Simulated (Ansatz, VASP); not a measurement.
# PbS: VASP beside Ansatz

```
CELL_PARAMETERS angstrom
2.07995 -5.99130 0.00780
2.07995 5.99130 0.00780
0.01605 0.00000 4.27932
ATOMIC_POSITIONS crystal
Pb 0.86944 0.13056 0.75000
Pb 0.13056 0.86944 0.25000
S 0.64520 0.35480 0.75000
S 0.35480 0.64520 0.25000
```

Change from the starting cell: strain +0.0075 x Voigt [0, 0, 0, 0, 1, 0], atoms carried along.

Alike in both runs: task single point; functional PBEsol; k mesh 8 × 8 × 6; occupations gaussian, width 0.05 eV; no spin polarisation.

```csv
,VASP,Ansatz
version,VASP 6.6.1,Ansatz 0.2.0
potentials or method,"VASP PAW PBE potentials, release 64 (Pb_d, S), cutoff 520 eV","scalar-relativistic, plane waves, PAW"
valence electrons in the cell,40,40
```

|  | VASP | Ansatz | Ansatz less VASP |
| --- | --- | --- | --- |
| gap on the k mesh at the Fermi level (eV) | 1.13 | 1.13 | 0.000 |
| least direct gap on the mesh (eV) | 1.33 | 1.32 | -0.005 |
| pressure (GPa) | -1.9 | -1.9 | +0.05 |
| traceless stress, the component that is largest in VASP (GPa) | -0.40 | -0.40 | +0.002 |
| rms of the force components (eV/Å) | 0.017 | 0.015 | -0.0013 |

VASP's potentials were made for PBE, not for PBEsol. Atom by atom the forces differ by 0.001 eV/Å (rms over components).

Spin-orbit coupling is off throughout.
